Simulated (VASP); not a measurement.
A run of VASP 6.6.1:

The input INCAR:

```
PREC = Accurate ; ENCUT = 520
EDIFF = 1E-7 ; ISMEAR = 0
SIGMA = 0.05 ; LREAL = F
LASPH = T ; NELM = 80
ALGO = Normal ; ISIF = 2
LWAVE = F ; LCHARG = F
LDIPOL = T ; IDIPOL = 3
DIPOL = 0.5 0.5 0.403 ; GGA = PE
IVDW = 12 ; NBANDS = 50
```

Contents of KPOINTS:

```
Automatic mesh
0
Gamma
  7 7 1
```

Contents of POSCAR:

```
SnO
1.0
    3.8201527579      0.0002954580      0.0000000000
   -0.0003145460      3.8201527564      0.0000000000
    0.0000000000      0.0000000000     22.2260749779
Sn O
4 4
Direct
    0.9999453016      0.9999453016      0.2024648978
    0.4999453016      0.4999453016      0.3087831520
    0.6249453016      0.8749453016      0.4977503900
    0.1249453016      0.3749453016      0.6040686442
    0.9999461181      0.4999461181      0.2556240249
    0.4999461181      0.9999461181      0.2556240249
    0.6249461181      0.3749461181      0.5509095171
    0.1249461181      0.8749461181      0.5509095171
```

Potentials or basis: VASP PAW PBE potentials, release 64 (Sn_d, O).

Launch:

```sh
$ cat potpaw_PBE.64/Sn_d/POTCAR potpaw_PBE.64/O/POTCAR > POTCAR
$ mpirun -np 1 vasp_std > vasp.out
```

Hardware: 1 thread of Intel(R) Xeon(R) 6975P-C (Granite Rapids) (shared host).

How long does it take, and how much memory?

Wall time 6.1 min on 1 thread of Intel(R) Xeon(R) 6975P-C (Granite Rapids), on a shared host, peak memory 0.52 GiB. Counts: scf iterations 25, k points 25.
